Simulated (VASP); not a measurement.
# TiN: single point with PBEsol

TiN:

```
Ti N
1.0
     0.00000    2.08047    2.08047
     2.08047    0.00000    2.08047
     2.08047    2.08047    0.00000
Ti N
1 1
Direct
  0.00000 0.00000 0.00000
  0.50000 0.50000 0.50000
```

- Program: VASP 6.6.1
- Task: single point
- Functional: PBEsol
- Potentials or basis: VASP PAW PBE potentials, release 64 (Ti_sv, N)
- Cutoff: 520 eV
- k mesh: 20 × 20 × 20
- Occupations: fermi-dirac, width 0.1 eV
- Spin: no spin polarisation

- Pressure: 10.5 GPa
- Band gap on the k mesh: zero (an odd number of electrons rules out a gap without spin polarisation)

Levels at points of the mesh, in eV from the Fermi level:
```csv
k point,band 5,band 6,band 7,band 8,band 9,band 10,band 11,band 12,band 13,band 14
"(0.00, 0.00, 0.00)",-17.39,-2.08,-2.08,-2.08,-0.68,-0.68,-0.68,0.63,0.63,6.07
"(0.50, 0.00, 0.00)",-14.62,-8.47,-5.79,-5.79,1.88,1.88,2.62,6.26,6.26,6.28
"(0.50, 0.50, 0.00)",-15.94,-5.96,-3.37,-3.29,-3.29,1.81,2.65,2.65,4.11,11.33
```

Run time: 30 s on 1 thread of Intel(R) Xeon(R) 6975P-C (Granite Rapids), with other jobs on the host, peak memory 0.2 GiB.

Caveat: the cell stands under pressure; the PAW data sets were made with another functional, which shifts forces and pressure a little.
